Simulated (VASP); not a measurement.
Ga: single point with PBE

The system is Ga.

```xyz
2
Lattice="-2.7660 0.0000 0.0000 -0.1174 0.0000 3.3299 -1.3830 4.0265 0.0000" Properties=species:S:1:pos:R:3 pbc="T T T"
Ga   -2.7954    1.0549    0.8325
Ga   -1.4711    3.0716    2.4974
```

- Program: VASP 6.6.1
- Task: single point
- Functional: PBE
- Potentials or basis: VASP PAW PBE potentials, release 64 (Ga_d)
- Cutoff: 520 eV
- k mesh: 14 × 10 × 14
- Occupations: gaussian, width 0.05 eV
- Spin: no spin polarisation

```
Pressure               : 2.3 GPa
Largest force          : 0.679 eV/Å
Band gap on the k mesh : zero (bands 13 and 14 overlap by 8.65 eV)
```

Forces in eV/Å, atoms in the order of the input:
```
Ga   0.000  0.679  0.000
Ga   0.000 -0.679  0.000
```

Stress tensor (GPa, compression positive):
```
 1.13  0.00 -0.11
 0.00  3.72  0.00
-0.11  0.00  2.12
```

Levels at points of the mesh, in eV from the Fermi level:
```csv
k point,band 9,band 10,band 11,band 12,band 13,band 14,band 15,band 16,band 17,band 18
"(0.00, 0.00, 0.00)",-14.79,-14.64,-11.24,-2.14,-1.64,1.62,5.44,10.02,10.02,10.21
"(0.50, 0.00, 0.00)",-14.70,-14.67,-6.17,-4.91,-1.25,-0.16,5.62,6.40,8.67,9.50
"(0.00, 0.50, 0.00)",-14.73,-14.73,-7.79,-7.79,1.68,1.68,2.40,2.40,11.66,11.66
"(0.50, 0.50, 0.00)",-14.67,-14.67,-2.96,-2.95,-1.54,-1.44,1.65,2.21,4.38,4.85
"(0.00, 0.00, 0.50)",-14.76,-14.72,-8.93,-8.81,4.19,4.34,5.82,6.01,7.56,10.88
"(0.00, 0.50, 0.50)",-14.82,-14.82,-5.98,-5.98,-4.46,-4.46,10.86,10.86,11.78,11.78
```

Wall time 2.7 min on 1 thread of AMD EPYC 9R45 96-Core Processor (Zen 5), with other jobs on the host, peak memory 0.37 GiB.
